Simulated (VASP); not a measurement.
A run of VASP 6.6.1 is set up as follows.

INCAR

```
SYSTEM = Re
PREC = Accurate
ENCUT = 520
EDIFF = 1E-6
ISMEAR = -1
SIGMA = 0.05
LREAL = .False.
LASPH = .True.
NELM = 60
ALGO = Normal
ISIF = 2
LWAVE = .False.
LCHARG = .False.
NBANDS = 22
```

File KPOINTS:

```
regular mesh
0
Gamma
  11 11 3
  0 0 0
```

File POSCAR:

```
Re
1.0
    2.7663873939      0.0000000000      0.0000000000
   -1.3831936969      2.3957617598      0.0000000000
    0.0000000000      0.0000000000      8.9388451600
Re
4
Direct
    0.6666666667      0.3333333333      0.7500000000
    0.0000000000      0.0000000000      0.5000000000
    0.3333333333      0.6666666667      0.2500000000
    0.0000000000      0.0000000000      0.0000000000
```

Potentials or basis: VASP PAW LDA potentials, release 64 (Re).

Run with:

```console
$ cat potpaw_LDA.64/Re/POTCAR > POTCAR
$ mpirun -np 1 vasp_std > vasp.out
```

**Question.** What does it give for the band gap on the k mesh?

**Answer.** Zero (bands 14 and 15 overlap by 2.46 eV).

**Question.** Predict the pressure.

**Answer.** -11.4 GPa.

Stress tensor (GPa, compression positive):
```
-11.33   0.00   0.00
  0.00 -11.33   0.00
  0.00   0.00 -11.61
```

Caveat: the cell stands under tension; spin-orbit coupling is left out, which moves the levels of the heavy elements.
